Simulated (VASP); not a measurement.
Here is a VASP 6.6.1 calculation.

INCAR

```
PREC = Accurate ; ENCUT = 520
EDIFF = 1E-6 ; ISMEAR = 1
SIGMA = 0.05 ; LREAL = F
LASPH = T ; NELM = 150
ALGO = Normal ; ISIF = 2
LWAVE = F ; LCHARG = T
ISPIN = 2 ; MAGMOM = 1
LORBIT = 11 ; LMAXMIX = 4
GGA = VW ; LELF = T
LVHAR = T ; NBANDS = 14
```

The input KPOINTS:

```
Automatic mesh
0
Gamma
  12 12 12
```

The input POSCAR:

```
Os
1.0
    0.0000000000      1.9578811701      1.9578811701
    1.9578811701      0.0000000000      1.9578811701
    1.9578811701      1.9578811701      0.0000000000
Os
1
Direct
    0.0000000000      0.0000000000      0.0000000000
```

Potentials or basis: VASP PAW PBE potentials, release 64 (Os).

Command:

```bash
$ cat potpaw_PBE.64/Os/POTCAR > POTCAR
$ mpirun -np 1 vasp_std > vasp.out
```

Question: Estimate the band gap on the k mesh.

Answer: Zero (filled and empty bands overlap).

Question: Estimate the site moments.

Answer: Os +0.03 μB.

Question: Predict the pressure.

Answer: -31.4 GPa.

Caveat: the cell stands under tension; the PAW data sets were made with another functional, which shifts forces and pressure a little; spin-orbit coupling is left out, which moves the levels of the heavy elements.
